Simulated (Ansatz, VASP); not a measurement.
## EuV2As2 in VASP and in Ansatz

```
As V Eu
1.0
     2.16510    3.75007    0.00000
    -2.16510    3.75007    0.00000
     0.00000    0.00000    7.13572
As V Eu
2 2 1
Direct
  0.33330 0.33340 0.26000
  0.66670 0.66660 0.74000
  0.33330 0.33340 0.62000
  0.66670 0.66660 0.38000
  0.00000 0.00000 0.00000
```

Alike in both runs: task single point; functional r2SCAN; k mesh 6 × 6 × 4; occupations fermi-dirac, width 0.0402 eV; collinear spin.

```csv
,VASP,Ansatz
version,VASP 6.6.1,Ansatz 0.2.0
potentials or method,"VASP PAW PBE potentials, release 64 (As, V_sv, Eu), cutoff 800 eV",PAW plane waves
valence electrons in the cell,53,73
```

|  | VASP | Ansatz | Ansatz less VASP |
| --- | --- | --- | --- |
| pressure (GPa) | -11.2 | -3.5 | +7.71 |
| traceless stress, the component that is largest in VASP (GPa) | 3.65 | 1.08 | -2.574 |
| rms of the force components (eV/Å) | 0.450 | 0.216 | -0.2335 |
| net moment per atom (μB) | 1.53 | 2.59 | +1.062 |
| size of the moment on the site where the two differ most (μB) | 0.33 | 2.49 | +2.161 |

The net moments are unlike, so the other rows may belong to different states. VASP's potentials were made for PBE, not for r2SCAN. Site moments also hang on the region over which each program counts them. Atom by atom the forces differ by 0.485 eV/Å (rms over components). VASP's potentials hold 53 valence electrons a cell and Ansatz's 73, so a difference there can come from the potentials and not from the codes. Ansatz's warnings: structure snapped to symmetry.

Spin-orbit coupling is off throughout.
